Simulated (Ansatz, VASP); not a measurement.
I: VASP beside Ansatz

```
I
1.0
     3.63503   -2.39502    0.00000
     3.63503    2.39502    0.00000
     0.00000    0.00000    9.79344
I
4
Direct
  0.84585 0.15415 0.87853
  0.34585 0.65415 0.62147
  0.15415 0.84585 0.12147
  0.65415 0.34585 0.37853
```

Alike in both runs: functional PBE; dispersion D3(BJ); k mesh 8 × 8 × 4; occupations gaussian, width 0.02 eV; no spin polarisation.

Ansatz relaxed the structure, and its values are those at the end. VASP's run is a single point on that final structure, the one shown.

```csv
,VASP,Ansatz
version,VASP 6.6.1,Ansatz 0.2.0
potentials or method,"VASP PAW PBE potentials, release 64 (I), cutoff 520 eV","scalar-relativistic, plane waves, PAW"
valence electrons in the cell,28,68
```

|  | VASP | Ansatz | Ansatz less VASP |
| --- | --- | --- | --- |
| gap on the k mesh at the Fermi level (eV) | 1.00 | 1.00 | -0.004 |
| least direct gap on the mesh (eV) | 1.20 | 1.19 | -0.005 |
| pressure (GPa) | -1.1 | -1.1 | +0.03 |
| rms of the force components (eV/Å) | 0.013 | 0.003 | -0.0098 |

VASP's potentials hold 28 valence electrons a cell and Ansatz's 68, so a difference there can come from the potentials and not from the codes. Ansatz's warnings: stress scf threshold loose.

Neither program's run includes spin-orbit coupling.
